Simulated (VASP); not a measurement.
# CoAu (R-3m) in VASP: single point with PBE

Aim: the single point of CoAu with PBE.

All numbers are computed with VASP 6.6.1; they aren't measurements. Logs are shortened: lines on timing, memory, paths and dates and some standing lists are left out, and cuts for length are marked.

## (1) The cell of the first run

The structure is trigonal, space group R-3m (No. 166). The conventional cell has a = 2.785 Å, b = 2.785 Å, c = 13.233 Å, α = 90.00°, β = 90.00°, γ = 120.00°. Within 3.6 Å of Co (site symmetry -3m) lie 6 Au at 2.73 Å and 6 Co at 2.78 Å. Au (site symmetry -3m) has 6 Co at 2.73 Å and 6 Au at 2.78 Å within 3.6 Å.

## (2) Single point, PBE, collinear spin, ferromagnetic start

Input file INCAR:

```
ALGO     = Fast           # electronic algorithm
EDIFF    = 1E-7           # SCF threshold, eV
ENCUT    = 520            # plane-wave cutoff, eV
GGA      = PE             # functional
ISIF     = 2              # what is computed and relaxed
ISMEAR   = 0              # smearing method
ISPIN    = 2              # spin polarisation
LASPH    = True           # aspherical terms in the spheres
LCHARG   = False          # write CHGCAR
LMAXMIX  = 4              # l up to which the mixer works
LORBIT   = 11             # projections on sites
LREAL    = False          # projectors in reciprocal space
LWAVE    = False          # write WAVECAR
MAGMOM   = 2 0            # initial moments
NBANDS   = 21             # bands
NELM     = 150            # most SCF steps
PREC     = Accurate       # precision mode
SIGMA    = 0.1            # smearing width, eV
```

Input file KPOINTS:

```
k-points
0
Gamma
  18 18 18
```

Input file POSCAR:

```
CoAu
1.0
   -1.8904135609     -1.8904135609     -3.8593662291
   -1.8904135609     -3.8593662291     -1.8904135609
   -3.8593662291     -1.8904135609     -1.8904135609
Co Au
1 1
Direct
    0.0000000000      0.0000000000      0.0000000000
    0.5000000000      0.5000000000      0.5000000000
```

Potentials or basis: VASP PAW PBE potentials, release 64 (Co, Au).

Started as:

```bash
> cat potpaw_PBE.64/Co/POTCAR potpaw_PBE.64/Au/POTCAR > POTCAR
> mpirun -np 1 vasp_std > vasp.out
```

OUTCAR:

```text
EDIFF = 1E-7
   ENCUT = 520
   GGA = PE
   ISIF = 2
   ISMEAR = 0
   ISPIN = 2
   LASPH = True
   LORBIT = 11
   LREAL = False
   NELM = 150
   PREC = Accurate

 ion  position               nearest neighbor table
   1  0.000  0.000  0.000-   2 2.73   2 2.73   2 2.73   2 2.73   2 2.73   2 2.73
   2  0.500  0.500  0.500-   1 2.73   1 2.73   1 2.73   1 2.73   1 2.73   1 2.73

  LATTYP: Found a trigonal (rhomboedric) cell.
 ALAT       =     4.6948945199
 COS(alpha) =     0.8241190213

  Lattice vectors:

 A1 = (  -1.8904135609,  -1.8904135609,  -3.8593662291)
 A2 = (  -1.8904135609,  -3.8593662291,  -1.8904135609)
 A3 = (  -3.8593662291,  -1.8904135609,  -1.8904135609)

Analysis of symmetry for initial positions (statically):
=====================================================================
 Subroutine PRICEL returns:
 Original cell was already a primitive cell.

 Routine SETGRP: Setting up the symmetry group for a
 trigonal (rhombohedral) supercell.

 Subroutine GETGRP returns: Found 12 space group operations
 (whereof 12 operations were pure point group operations)
 out of a pool of 12 trial point group operations.

The static configuration has the point symmetry D_3d.

Analysis of symmetry for dynamics (positions and initial velocities):
=====================================================================
 Subroutine PRICEL returns:
 Original cell was already a primitive cell.

 Routine SETGRP: Setting up the symmetry group for a
 trigonal (rhombohedral) supercell.

 Subroutine GETGRP returns: Found 12 space group operations
 (whereof 12 operations were pure point group operations)
 out of a pool of 12 trial point group operations.

The dynamic configuration has the point symmetry D_3d.

Analysis of structural, dynamic, and magnetic symmetry:
=====================================================================
 Subroutine PRICEL returns:
 Original cell was already a primitive cell.

 Routine SETGRP: Setting up the symmetry group for a
 trigonal (rhombohedral) supercell.

 Subroutine GETGRP returns: Found 12 space group operations
 (whereof 12 operations were pure point group operations)
 out of a pool of 12 trial point group operations.

The overall configuration has the point symmetry D_3d.

 Subroutine INISYM returns: Found 12 space group operations
 (whereof 12 operations are pure point group operations),
 and found     1 'primitive' translations

----------------------------------------------------------------------------------------

                                     Primitive cell

  volume of cell :      29.6193

  direct lattice vectors                    reciprocal lattice vectors
    -1.890413561 -1.890413561 -3.859366229     0.125665828  0.125665828 -0.382218397
    -1.890413561 -3.859366229 -1.890413561     0.125665828 -0.382218397  0.125665828
    -3.859366229 -1.890413561 -1.890413561    -0.382218397  0.125665828  0.125665828

  length of vectors
     4.694894520  4.694894520  4.694894520     0.421514773  0.421514773  0.421514773

  position of ions in fractional coordinates (direct lattice)
     0.000000000  0.000000000  0.000000000
     0.500000000  0.500000000  0.500000000

  ion indices of the primitive-cell ions
   primitive index   ion index
                 1           1
                 2           2

----------------------------------------------------------------------------------------

 KPOINTS: k-points

Automatic generation of k-mesh.
 Grid dimensions read from file:
 generate k-points for:   18   18   18

 Generating k-lattice:

  Cartesian coordinates                     Fractional coordinates (reciprocal lattice)
     0.006981435  0.006981435 -0.021234355     0.055555556  0.000000000  0.000000000
     0.006981435 -0.021234355  0.006981435     0.000000000  0.055555556  0.000000000
    -0.021234355  0.006981435  0.006981435     0.000000000  0.000000000  0.055555556

  Length of vectors
     0.023417487  0.023417487  0.023417487

  Shift w.r.t. Gamma in fractional coordinates (k-lattice)
     0.000000000  0.000000000  0.000000000

 Subroutine IBZKPT returns following result:
 ===========================================

 Found    580 irreducible k-points:

 Following reciprocal coordinates:
            Coordinates               Weight
  0.000000  0.000000  0.000000      1.000000
  0.055556  0.000000  0.000000      6.000000
  0.111111  0.000000  0.000000      6.000000
  0.166667  0.000000  0.000000      6.000000
  0.222222  0.000000  0.000000      6.000000
  0.277778  0.000000  0.000000      6.000000
[... 16 lines left out ...]
 -0.277778  0.055556  0.000000     12.000000
 -0.222222  0.055556 -0.000000     12.000000
 [... further k-points ...]
   k-points           NKPTS =    580   k-points in BZ     NKDIM =    580   number of bands    NBANDS=     21
   number of dos      NEDOS =    301   number of ions     NIONS =      2
   total plane-waves  NPLWV =  46656
   dimension x,y,z NGX =    36 NGY =   36 NGZ =   36
   dimension x,y,z NGXF=    72 NGYF=   72 NGZF=   72
   ions per type =               1   1
   NGX,Y,Z   is equivalent  to a cutoff of  12.75, 12.75, 12.75 a.u.
   NGXF,Y,Z  is equivalent  to a cutoff of  25.50, 25.50, 25.50 a.u.
 SYSTEM =  unknown system
   PREC   = accura    normal or accurate (medium, high low for compatibility)
   ISTART =      0    job   : 0-new  1-cont  2-samecut
   ICHARG =      2    charge: 1-file 2-atom 10-const
   ISPIN  =      2    spin polarized calculation?
   LNONCOLLINEAR =      F non collinear calculations
   LSORBIT =      F    spin-orbit coupling
   LASPH  =      T    aspherical Exc in radial PAW
   ENCUT  =  520.0 eV  38.22 Ry    6.18 a.u.   8.73  8.73  8.73*2*pi/ulx,y,z
   NELM   =    150;   NELMIN=  2; NELMDL= -5     # of ELM steps
   EDIFF  = 0.1E-06   stopping-criterion for ELM
   LREAL  =      F    real-space projection
   EDIFFG = 0.1E-05   stopping-criterion for IOM
   NSW    =      0    number of steps for IOM
   IBRION =     -1    ionic relax: 0-MD 1-quasi-New 2-CG
   NFREE  =      0    steps in history (QN), initial steepest desc. (CG)
   ISIF   =      2    stress and relaxation
   ISYM   =      2    0-nonsym 1-usesym 2-fastsym
   POTIM  = 0.5000    time-step for ionic-motion
   TEBEG  =    0.0;   TEEND  =   0.0 temperature during run
   PSTRESS=    0.0 pullay stress
   NELECT =      20.0000    total number of electrons
   NUPDOWN=      -1.0000    fix difference up-down
   EMIN   =  10.00;   EMAX   =-10.00  energy-range for DOS
   EFERMI =   0.00;   METHOD = LEGACY
   ISMEAR =     0;   SIGMA  =   0.10  broadening in eV -4-tet -1-fermi 0-gaus
   EFERMI_NEDOS =   21; number of points for ismear=-14 and -15
   IALGO  =     68    algorithm
   IMIX   =      4    mixing-type and parameters
     AMIX     =   0.40;   BMIX     =  1.00
     AMIX_MAG =   1.60;   BMIX_MAG =  1.00
  volume/ion in A,a.u.               =      14.81        99.94
  Fermi-wavevector in a.u.,A,eV,Ry     =   1.436238  2.714097 28.065835  2.062781
  Thomas-Fermi vector in A             =   2.555449
   LORBIT       =     11    0 simple, 1 ext, 2 COOP (PROOUT), +10 PAW based schemes
   GGA     = PE    functional components
   LHFCALC =     F    Hartree Fock is set to
   AEXX    =    0.0000 exact exchange contribution
   IVDW    =     0    specifies the selected vdW correction
   LEPSILON=     F    determine dielectric tensor
   LRPA    =     F    only Hartree local field effects (RPA)
 spin polarized calculation
 RMM-DIIS sequential band-by-band and
 Gauss-broadening in eV      SIGMA  =   0.10
  energy-cutoff  :      520.00
  volume of cell :       29.62
 maximum number of plane-waves:       813
   NGX = 17   NGY = 17   NGZ = 17

 number of electron      20.0000000 magnetization       1.7845830

 Free energy of the ion-electron system (eV)
  ---------------------------------------------------
  ext. energy  EPLUGINS =         0.00000000
  ---------------------------------------------------
  free energy    TOTEN  =        -9.63207664 eV

  energy without entropy =       -9.61912302  energy(sigma->0) =       -9.62559983

 E-fermi :   9.2259     XC(G=0): -12.6472

 val. band max:        9.2246339962   @ k =  -0.2778   0.3333   0.1667
 cond. band min:       9.2269766635   @ k =  -0.4444   0.1667   0.1667
 fundamental gap:      0.0023426673
 Fermi energy:         9.2259010729

 spin component 1

 k-point     1 :       0.0000    0.0000    0.0000
  band No.  band energies     occupation
      1      -0.3898      1.00000
      2       2.4951      1.00000
      3       4.2869      1.00000
      4       4.2869      1.00000
      5       5.6372      1.00000
      6       5.6372      1.00000
[... 13 lines left out ...]
     20      31.7146      0.00000
     21      32.5951      0.00000

 k-point     2 :       0.0556    0.0000    0.0000
  band No.  band energies     occupation
      1      -0.2821      1.00000
      2       2.5564      1.00000
      3       4.2393      1.00000
      4       4.3569      1.00000
      5       5.5254      1.00000
      6       5.6366      1.00000
[... 13 lines left out ...]
     20      31.3071      0.00000
     21      32.8503      0.00000

 k-point     3 :       0.1111    0.0000    0.0000
  band No.  band energies     occupation
      1       0.0333      1.00000
      2       2.7312      1.00000
      3       4.1155      1.00000
      4       4.5622      1.00000
      5       5.2153      1.00000
      6       5.6340      1.00000
[... 13 lines left out ...]
     20      31.0426      0.00000
     21      33.4913      0.00000
[... 457 lines left out ...]
 k-point    23 :      -0.2778    0.0556    0.0000
  band No.  band energies     occupation
      1       2.0116      1.00000
      2       3.3555      1.00000
      3       3.7992      1.00000
      4       4.5187      1.00000
      5       5.4157      1.00000
      6       6.2099      1.00000
[... 13 lines left out ...]
     20      29.4613      0.00000
     21      33.7358      0.00000

 k-point    24 :      -0.2222    0.0556   -0.0000
  band No.  band energies     occupation
      1       1.5123      1.00000
      2       3.2610      1.00000
      3       4.0530      1.00000
      4       4.1289      1.00000
      5       5.4169      1.00000
      6       5.7583      1.00000
[... 13 lines left out ...]
     20      30.5352      0.00000
     21      33.5880      0.00000

 [... further k-points ...]

 spin component 2

 k-point     1 :       0.0000    0.0000    0.0000
  band No.  band energies     occupation
      1      -0.3994      1.00000
      2       2.5272      1.00000
      3       4.3377      1.00000
      4       4.3377      1.00000
      5       5.8961      1.00000
      6       5.8961      1.00000
[... 13 lines left out ...]
     20      31.6328      0.00000
     21      32.7705      0.00000

 k-point     2 :       0.0556    0.0000    0.0000
  band No.  band energies     occupation
      1      -0.2914      1.00000
      2       2.5880      1.00000
      3       4.2887      1.00000
      4       4.4095      1.00000
      5       5.7359      1.00000
      6       5.8856      1.00000
[... 13 lines left out ...]
     20      31.3090      0.00000
     21      33.0173      0.00000

 k-point     3 :       0.1111    0.0000    0.0000
  band No.  band energies     occupation
      1       0.0251      1.00000
      2       2.7611      1.00000
      3       4.1621      1.00000
      4       4.6205      1.00000
      5       5.3439      1.00000
      6       5.8555      1.00000
[... 13 lines left out ...]
     20      31.0710      0.00000
     21      33.6349      0.00000
[... 457 lines left out ...]
 k-point    23 :      -0.2778    0.0556    0.0000
  band No.  band energies     occupation
      1       2.0128      1.00000
      2       3.3708      1.00000
      3       3.8510      1.00000
      4       4.6051      1.00000
      5       5.5594      1.00000
      6       6.3376      1.00000
[... 13 lines left out ...]
     20      29.5240      0.00000
     21      33.9129      0.00000

 k-point    24 :      -0.2222    0.0556   -0.0000
  band No.  band energies     occupation
      1       1.5118      1.00000
      2       3.2805      1.00000
      3       4.1104      1.00000
      4       4.1788      1.00000
      5       5.6077      1.00000
      6       5.8090      1.00000
[... 13 lines left out ...]
     20      30.5212      0.00000
     21      33.7723      0.00000

 [... further k-points ...]

------------------------ aborting loop because EDIFF is reached ----------------------------------------

  FORCE on cell =-STRESS in cart. coord.  units (eV):
  Direction    XX          YY          ZZ          XY          YZ          ZX
  --------------------------------------------------------------------------------------
  -------------------------------------------------------------------------------------
  Total       -0.0598495     -0.0598495     -0.0598495     -0.0076582     -0.0076582     -0.0076582
  in kB       -3.2374012     -3.2374012     -3.2374012     -0.4142502     -0.4142502     -0.4142502
  external PRESSURE =      -3.2374012 kB  Pullay stress =       0.0000000 kB

 VOLUME and BASIS-vectors are now :
 -----------------------------------------------------------------------------
  energy-cutoff  :      520.00
  volume of cell :       29.62
      direct lattice vectors                 reciprocal lattice vectors
    -1.890413561 -1.890413561 -3.859366229     0.125665828  0.125665828 -0.382218397
    -1.890413561 -3.859366229 -1.890413561     0.125665828 -0.382218397  0.125665828
    -3.859366229 -1.890413561 -1.890413561    -0.382218397  0.125665828  0.125665828

 POSITION                                       TOTAL-FORCE (eV/Angst)
 -----------------------------------------------------------------------------------
      0.00000      0.00000      0.00000         0.000000      0.000000     -0.000000
     -3.82010     -3.82010     -3.82010        -0.000000     -0.000000      0.000000
 -----------------------------------------------------------------------------------
    total drift:                               -0.000000     -0.000000     -0.000000

  FREE ENERGIE OF THE ION-ELECTRON SYSTEM (eV)
  ---------------------------------------------------
  free  energy   TOTEN  =        -9.6320766382 eV

  energy  without entropy=       -9.6191230231  energy(sigma->0) =       -9.62559983

 total charge

# of ion       s       p       d       tot
------------------------------------------
    1        0.373   0.335   7.205   7.912
    2        0.610   0.463   8.693   9.766
--------------------------------------------------
tot          0.983   0.798  15.897  17.678

 magnetization (x)

# of ion       s       p       d       tot
------------------------------------------
    1       -0.004  -0.018   1.849   1.826
    2       -0.009  -0.028   0.052   0.016
--------------------------------------------------
tot         -0.013  -0.046   1.902   1.842
```

Run time: 32 min. Hardware: 1 thread of Oxide Virtual Turin-like, shared host; peak memory 0.66 GiB.

What came out:

```
Free energy                                           : -9.6321 eV
Pressure                                              : -0.3 GPa
Net moment                                            : 1.78 μB per cell
Site moments                                          : Co +1.83; Au +0.02 μB
Valence electrons inside the program's atomic spheres : Co 7.91; Au 9.77
```

Caveat: spin-orbit coupling is left out, which moves the levels of the heavy elements.
